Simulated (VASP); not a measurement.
# AlGa3As4 (P3m1) in VASP: relaxation of cell and atoms with r2SCAN

Aim: the relaxation of cell and atoms of AlGa3As4 with r2SCAN.

All numbers are computed with VASP 6.6.1; they aren't measurements. Logs are shortened: lines on timing, memory, paths and dates and some standing lists are left out, and cuts for length are marked.

## 1. The cell of the first run

The structure is trigonal, space group P3m1 (No. 156). The conventional cell has a = 3.710 Å, b = 3.710 Å, c = 12.173 Å, α = 90.00°, β = 90.00°, γ = 120.00°. Al (site symmetry 3m) has 4 As at 2.36 to 2.47 Å within 3.1 Å. Within 2.9 Å of Ga (site symmetry 3m) lie 4 As at 2.18 to 2.25 Å. Ga (site symmetry 3m) has 4 As at 2.21 to 2.25 Å within 2.9 Å. Ga (site symmetry 3m) has 4 As at 2.21 to 2.25 Å within 2.9 Å. Within 2.9 Å of As (site symmetry 3m) lie 1 Ga at 2.18 Å and 3 Al at 2.36 Å. Within 2.9 Å of As (site symmetry 3m) lie 4 Ga at 2.21 to 2.25 Å. As (site symmetry 3m) has 4 Ga at 2.21 to 2.25 Å within 2.9 Å. As (site symmetry 3m) has 3 Ga at 2.25 Å and 1 Al at 2.47 Å within 3.0 Å.

## 2. Relaxation of cell and atoms, r2SCAN

POSCAR reads:

```
AlGa3As4
1.0
    3.7101357124      0.0000000000      0.0000000000
   -1.8550678562      3.2130717784      0.0000000000
    0.0000000000      0.0000000000     12.1730299025
Al Ga As
1 3 4
Direct
    0.0000000000      0.0000000000      0.9981797115
    0.6666666667      0.3333333333      0.2594853150
    0.6666666667      0.3333333333      0.7377092299
    0.0000000000      0.0000000000      0.4984600077
    0.6666666667      0.3333333333      0.0800988601
    0.6666666667      0.3333333333      0.5559748540
    0.0000000000      0.0000000000      0.3167826188
    0.0000000000      0.0000000000      0.7951104030
```

INCAR.step1 reads:

```
SYSTEM = AlGa3As4
ALGO = Normal
EDIFF = 1E-4
ENCUT = 600
GGA = PE
ISMEAR = 0
LASPH = .True.
LCHARG = .False.
LREAL = .False.
LWAVE = .True.
NELM = 100
PREC = Accurate
SIGMA = 0.1
```

INCAR.step2 reads:

```
SYSTEM = AlGa3As4
ALGO = Normal
EDIFF = 1E-6
EDIFFG = -0.05
ENCUT = 600
IBRION = 2
ISIF = 3
ISMEAR = 0
ISTART = 1
LASPH = .True.
LCHARG = .False.
LMIXTAU = .True.
LREAL = .False.
LWAVE = .False.
METAGGA = R2SCAN
NELM = 100
NSW = 80
PREC = Accurate
SIGMA = 0.1
```

KPOINTS reads:

```
k-points
0
Gamma
  6 6 2
  0 0 0
```

Potentials or basis: VASP PAW PBE potentials, release 64 (Al, Ga_d, As).

The run is started by

```
cat potpaw_PBE.64/Al/POTCAR potpaw_PBE.64/Ga_d/POTCAR potpaw_PBE.64/As/POTCAR > POTCAR
cp INCAR.step1 INCAR
mpirun -np 1 vasp_std > vasp.out
cp INCAR.step2 INCAR
mpirun -np 1 vasp_std > vasp.out
```

OUTCAR:

```text
SYSTEM = AlGa3As4
   EDIFF = 1E-6
   EDIFFG = -0.05
   ENCUT = 600
   IBRION = 2
   ISIF = 3
   ISMEAR = 0
   ISTART = 1
   LASPH = .True.
   LREAL = .False.
   METAGGA = R2SCAN
   NELM = 100
   NSW = 80
   PREC = Accurate

 ion  position               nearest neighbor table
   1  0.000  0.000  0.998-   5 2.36   5 2.36   5 2.36   8 2.47
   2  0.667  0.333  0.259-   5 2.18   7 2.25   7 2.25   7 2.25
   3  0.667  0.333  0.738-   6 2.21   8 2.25   8 2.25   8 2.25
   4  0.000  0.000  0.498-   7 2.21   6 2.25   6 2.25   6 2.25
   5  0.667  0.333  0.080-   2 2.18   1 2.36   1 2.36   1 2.36
   6  0.667  0.333  0.556-   3 2.21   4 2.25   4 2.25   4 2.25
   7  0.000  0.000  0.317-   4 2.21   2 2.25   2 2.25   2 2.25
   8  0.000  0.000  0.795-   3 2.25   3 2.25   3 2.25   1 2.47

  LATTYP: Found a hexagonal cell.
 ALAT       =     3.7101357124
 C/A-ratio  =     3.2810201152

  Lattice vectors:

 A1 = (   3.7101357124,   0.0000000000,   0.0000000000)
 A2 = (  -1.8550678562,   3.2130717784,   0.0000000000)
 A3 = (   0.0000000000,   0.0000000000,  12.1730299025)

Analysis of symmetry for initial positions (statically):
=====================================================================
 Subroutine PRICEL returns:
 Original cell was already a primitive cell.

 Routine SETGRP: Setting up the symmetry group for a
 hexagonal supercell.

 Subroutine GETGRP returns: Found  6 space group operations
 (whereof  6 operations were pure point group operations)
 out of a pool of 24 trial point group operations.

The static configuration has the point symmetry C_3v.

Analysis of symmetry for dynamics (positions and initial velocities):
=====================================================================
 Subroutine PRICEL returns:
 Original cell was already a primitive cell.

 Routine SETGRP: Setting up the symmetry group for a
 hexagonal supercell.

 Subroutine GETGRP returns: Found  6 space group operations
 (whereof  6 operations were pure point group operations)
 out of a pool of 24 trial point group operations.

The dynamic configuration has the point symmetry C_3v.

 Subroutine INISYM returns: Found  6 space group operations
 (whereof  6 operations are pure point group operations),
 and found     1 'primitive' translations

----------------------------------------------------------------------------------------

                                     Primitive cell

  volume of cell :     145.1139

  direct lattice vectors                    reciprocal lattice vectors
     3.710135712  0.000000000  0.000000000     0.269531919  0.155614326  0.000000000
    -1.855067856  3.213071778  0.000000000     0.000000000  0.311228653  0.000000000
     0.000000000  0.000000000 12.173029902     0.000000000  0.000000000  0.082148817

  length of vectors
     3.710135712  3.710135712 12.173029902     0.311228653  0.311228653  0.082148817

  position of ions in fractional coordinates (direct lattice)
     0.000000000  0.000000000  0.998179712
     0.666666667  0.333333333  0.259485315
     0.666666667  0.333333333  0.737709230
     0.000000000  0.000000000  0.498460008
     0.666666667  0.333333333  0.080098860
     0.666666667  0.333333333  0.555974854
     0.000000000  0.000000000  0.316782619
     0.000000000  0.000000000  0.795110403

  ion indices of the primitive-cell ions
   primitive index   ion index
                 1           1
                 2           2
                 3           3
                 4           4
                 5           5
                 6           6
                 7           7
                 8           8

----------------------------------------------------------------------------------------

 KPOINTS: k-points

Automatic generation of k-mesh.
 Grid dimensions read from file:
 generate k-points for:    6    6    2

 Generating k-lattice:

  Cartesian coordinates                     Fractional coordinates (reciprocal lattice)
     0.044921987  0.025935721  0.000000000     0.166666667  0.000000000  0.000000000
     0.000000000  0.051871442  0.000000000     0.000000000  0.166666667  0.000000000
     0.000000000  0.000000000  0.041074408     0.000000000  0.000000000  0.500000000

  Length of vectors
     0.051871442  0.051871442  0.041074408

  Shift w.r.t. Gamma in fractional coordinates (k-lattice)
     0.000000000  0.000000000  0.000000000

 Subroutine IBZKPT returns following result:
 ===========================================

 Found     14 irreducible k-points:

 Following reciprocal coordinates:
            Coordinates               Weight
  0.000000  0.000000  0.000000      1.000000
  0.166667  0.000000  0.000000      6.000000
  0.333333 -0.000000  0.000000      6.000000
  0.500000 -0.000000  0.000000      3.000000
  0.166667  0.166667  0.000000      6.000000
  0.333333  0.166667  0.000000     12.000000
  0.333333  0.333333  0.000000      2.000000
  0.000000  0.000000  0.500000      1.000000
  0.166667  0.000000  0.500000      6.000000
  0.333333 -0.000000  0.500000      6.000000
  0.500000 -0.000000  0.500000      3.000000
  0.166667  0.166667  0.500000      6.000000
  0.333333  0.166667  0.500000     12.000000
  0.333333  0.333333  0.500000      2.000000
   k-points           NKPTS =     14   k-points in BZ     NKDIM =     14   number of bands    NBANDS=     37
   number of dos      NEDOS =    301   number of ions     NIONS =      8
   total plane-waves  NPLWV =  88200
   dimension x,y,z NGX =    30 NGY =   30 NGZ =   98
   dimension x,y,z NGXF=    60 NGYF=   60 NGZF=  196
   ions per type =               1   3   4
   NGX,Y,Z   is equivalent  to a cutoff of  13.44, 13.44, 13.38 a.u.
   NGXF,Y,Z  is equivalent  to a cutoff of  26.89, 26.89, 26.77 a.u.
 SYSTEM =  AlGa3As4
   PREC   = accura    normal or accurate (medium, high low for compatibility)
   ISTART =      1    job   : 0-new  1-cont  2-samecut
   ICHARG =      0    charge: 1-file 2-atom 10-const
   ISPIN  =      1    spin polarized calculation?
   LNONCOLLINEAR =      F non collinear calculations
   LSORBIT =      F    spin-orbit coupling
   LASPH  =      T    aspherical Exc in radial PAW
   ENCUT  =  600.0 eV  44.10 Ry    6.64 a.u.   7.41  7.41 24.31*2*pi/ulx,y,z
   NELM   =    100;   NELMIN=  2; NELMDL=  0     # of ELM steps
   EDIFF  = 0.1E-05   stopping-criterion for ELM
   LREAL  =      F    real-space projection
   EDIFFG = -.5E-01   stopping-criterion for IOM
   NSW    =     80    number of steps for IOM
   IBRION =      2    ionic relax: 0-MD 1-quasi-New 2-CG
   NFREE  =      1    steps in history (QN), initial steepest desc. (CG)
   ISIF   =      3    stress and relaxation
   ISYM   =      2    0-nonsym 1-usesym 2-fastsym
   POTIM  = 0.5000    time-step for ionic-motion
   TEBEG  =    0.0;   TEEND  =   0.0 temperature during run
   PSTRESS=    0.0 pullay stress
   NELECT =      62.0000    total number of electrons
   NUPDOWN=      -1.0000    fix difference up-down
   EMIN   =  10.00;   EMAX   =-10.00  energy-range for DOS
   EFERMI =   0.00;   METHOD = LEGACY
   ISMEAR =     0;   SIGMA  =   0.10  broadening in eV -4-tet -1-fermi 0-gaus
   EFERMI_NEDOS =   21; number of points for ismear=-14 and -15
   IALGO  =     38    algorithm
   IMIX   =      4    mixing-type and parameters
     AMIX     =   0.40;   BMIX     =  1.00
     AMIX_MAG =   1.60;   BMIX_MAG =  1.00
  volume/ion in A,a.u.               =      18.14       122.41
  Fermi-wavevector in a.u.,A,eV,Ry     =   1.233017  2.330064 20.685360  1.520331
  Thomas-Fermi vector in A             =   2.367764
   LORBIT       =      0    0 simple, 1 ext, 2 COOP (PROOUT), +10 PAW based schemes
   METAGGA = R2SCAN    functional components
   LHFCALC =     F    Hartree Fock is set to
   AEXX    =    0.0000 exact exchange contribution
   IVDW    =     0    specifies the selected vdW correction
   LEPSILON=     F    determine dielectric tensor
   LRPA    =     F    only Hartree local field effects (RPA)
 conjugate gradient relaxation of ions
 non-spin polarized calculation
 Gauss-broadening in eV      SIGMA  =   0.10
  energy-cutoff  :      600.00
  volume of cell :      145.11
 maximum number of plane-waves:      4915
 NGX is ok and might be reduce to    30
   NGX = 15   NGY = 15   NGZ = 49

--------------------------------------- Ionic step        1  -------------------------------------------

 number of electron      62.0000026 magnetization

 Free energy of the ion-electron system (eV)
  ---------------------------------------------------
  ext. energy  EPLUGINS =         0.00000000
  ---------------------------------------------------
  free energy    TOTEN  =      -100.38728143 eV

  energy without entropy =     -100.38728143  energy(sigma->0) =     -100.38728143

 E-fermi :   6.6734     XC(G=0): -11.0994

 val. band max:        6.2386218278   @ k =   0.0000   0.0000   0.0000
 cond. band min:       7.3758369046   @ k =   0.5000  -0.0000   0.0000
 fundamental gap:      1.1372150769
 Fermi energy:         6.6733735278

 k-point     1 :       0.0000    0.0000    0.0000
  band No.  band energies     occupation
      1     -10.0904      2.00000
      2      -9.9948      2.00000
      3      -9.8805      2.00000
      4      -9.8240      2.00000
      5      -9.8239      2.00000
      6      -9.8066      2.00000
[... 668 lines left out ...]
  FREE ENERGIE OF THE ION-ELECTRON SYSTEM (eV)
  ---------------------------------------------------
  free  energy   TOTEN  =      -103.4968566056 eV

  energy  without entropy=     -103.4968566055  energy(sigma->0) =     -103.49685661

 E-fermi :   4.0977     XC(G=0):  -9.9874

 val. band max:        3.6703187353   @ k =   0.0000   0.0000   0.0000
 cond. band min:       4.7480284897   @ k =   0.0000   0.0000   0.0000
 fundamental gap:      1.0777097544
 Fermi energy:         4.0976867703

 k-point     1 :       0.0000    0.0000    0.0000
  band No.  band energies     occupation
      1     -11.6430      2.00000
      2     -11.5846      2.00000
      3     -11.5750      2.00000
      4     -11.5750      2.00000
      5     -11.5590      2.00000
      6     -11.5370      2.00000
[... 549 lines left out ...]
     36       7.3712      0.00000
     37       7.8370      0.00000

[... ionic steps 4 to 11 ...]

--------------------------------------- Ionic step       12  -------------------------------------------

 number of electron      61.9999973 magnetization

------------------------ aborting loop because EDIFF is reached ----------------------------------------

  FORCE on cell =-STRESS in cart. coord.  units (eV):
  Direction    XX          YY          ZZ          XY          YZ          ZX
  --------------------------------------------------------------------------------------
  -------------------------------------------------------------------------------------
  Total        0.0174210      0.0174210      0.1510616      0.0000000      0.0000000      0.0000000
  in kB        0.1530819      0.1530819      1.3274052      0.0000000      0.0000000      0.0000000
  external PRESSURE =       0.5445230 kB  Pullay stress =       0.0000000 kB
[... 69 lines left out ...]
  energy  without entropy=     -103.7318907911  energy(sigma->0) =     -103.73189079

--------------------------------------- Ionic step       14  -------------------------------------------

 number of electron      61.9999972 magnetization

 Free energy of the ion-electron system (eV)
  ---------------------------------------------------
  ext. energy  EPLUGINS =         0.00000000
  ---------------------------------------------------
  free energy    TOTEN  =      -103.73230190 eV

  energy without entropy =     -103.73230190  energy(sigma->0) =     -103.73230190

 E-fermi :   4.1412     XC(G=0): -10.0049

 val. band max:        3.7141034462   @ k =   0.0000   0.0000   0.0000
 cond. band min:       4.7874619681   @ k =   0.0000   0.0000   0.0000
 fundamental gap:      1.0733585219
 Fermi energy:         4.1412183212

 k-point     1 :       0.0000    0.0000    0.0000
  band No.  band energies     occupation
      1     -11.5998      2.00000
      2     -11.5672      2.00000
      3     -11.5327      2.00000
      4     -11.5269      2.00000
      5     -11.5268      2.00000
      6     -11.5117      2.00000
[... 584 lines left out ...]
  FREE ENERGIE OF THE ION-ELECTRON SYSTEM (eV)
  ---------------------------------------------------
  free  energy   TOTEN  =      -103.7323018995 eV

  energy  without entropy=     -103.7323018995  energy(sigma->0) =     -103.73230190

 reached required accuracy - stopping structural energy minimisation
```

Run time: 41 min. Hardware: 1 thread of Intel Xeon 6975P-C (Granite Rapids), shared host; peak memory 0.38 GiB.

What came out:

```yaml
Free_energy: -103.7323 eV
Relaxed_volume: 22.81 Å³/atom
Relaxed_cell: a = 4.000 Å, b = 4.000 Å, c = 13.169 Å, α = 90.00°, β = 90.00°, γ = 120.00°
Space_group_after_relaxing_to_0.1_Å: P3m1 (No. 156)
Energy_gained_by_relaxing: 418.1 meV/atom
Ionic_steps: 14
Pressure_after_relaxing: 0.0 GPa
Largest_force_after_relaxing: 0.034 eV/Å
Band_gap_on_the_k_mesh: 1.07 eV
```

Forces in eV/Å, atoms in the order of the input:
```
Al   0.000  0.000  0.002
Ga   0.000  0.000 -0.022
Ga   0.000  0.000  0.026
Ga   0.000  0.000  0.008
As   0.000  0.000 -0.034
As   0.000  0.000 -0.007
As   0.000  0.000  0.001
As   0.000  0.000  0.025
```

The path:
| step | energy change (eV) | largest force (eV/Å) | pressure (GPa) | volume (Å³) |
| --- | --- | --- | --- | --- |
| 1 | 0.0000 | 3.5077 | 29.08 | 145.11 |
| 2 | -1.6030 | 0.8102 | -9.33 | 225.77 |
| 3 | -3.1096 | 0.9015 | -0.68 | 184.77 |
| 4 | -3.1107 | 0.8949 | -0.34 | 183.91 |
| 5 | -3.2135 | 0.6047 | -0.38 | 183.80 |
| 6 | -3.2358 | 0.7635 | -0.30 | 183.69 |
| 7 | -3.2987 | 0.5573 | -0.09 | 182.86 |
| 8 | -3.3187 | 0.4669 | 0.37 | 181.64 |
| 9 | -3.3220 | 0.4112 | 0.24 | 181.97 |
| 10 | -3.3383 | 0.1864 | -0.07 | 182.67 |
| 11 | -3.3419 | 0.1856 | -0.29 | 183.22 |
| 12 | -3.3446 | 0.0774 | 0.05 | 182.33 |
| 13 | -3.3446 | 0.0792 | 0.11 | 182.30 |
| 14 | -3.3450 | 0.0339 | -0.02 | 182.52 |

Final structure:
```
Al Ga As
1.0
     4.00048    0.00000    0.00000
    -2.00024    3.46452    0.00000
     0.00000    0.00000   13.16904
Al Ga As
1 3 4
Direct
  0.00000 0.00000 0.99931
  0.66667 0.33333 0.24909
  0.66667 0.33333 0.74796
  0.00000 0.00000 0.49870
  0.66667 0.33333 0.06190
  0.66667 0.33333 0.56132
  0.00000 0.00000 0.31186
  0.00000 0.00000 0.81166
```

Levels at points of the mesh, in eV from the valence-band top:
```csv
k point,band 28,band 29,band 30,band 31,band 32,band 33,band 34,band 35
"(0.00, 0.00, 0.00)",-0.63,-0.19,0.00,0.00,1.07,1.38,1.89,2.55
"(0.50, 0.00, 0.00)",-2.11,-2.10,-2.05,-1.20,1.60,1.65,1.93,2.91
"(0.00, 0.00, 0.50)",-0.32,-0.32,-0.15,-0.15,1.33,1.56,2.21,2.92
"(0.50, 0.00, 0.50)",-1.95,-1.90,-1.52,-1.47,1.61,1.77,1.84,2.19
```

Caveat: the volume moved by over 15 % at a fixed basis, so the end points are rough; the PAW data sets were made with another functional, which shifts forces and pressure a little; the relaxation stopped at a loose force limit of 0.05 eV/Å, so its end isn't a converged minimum.
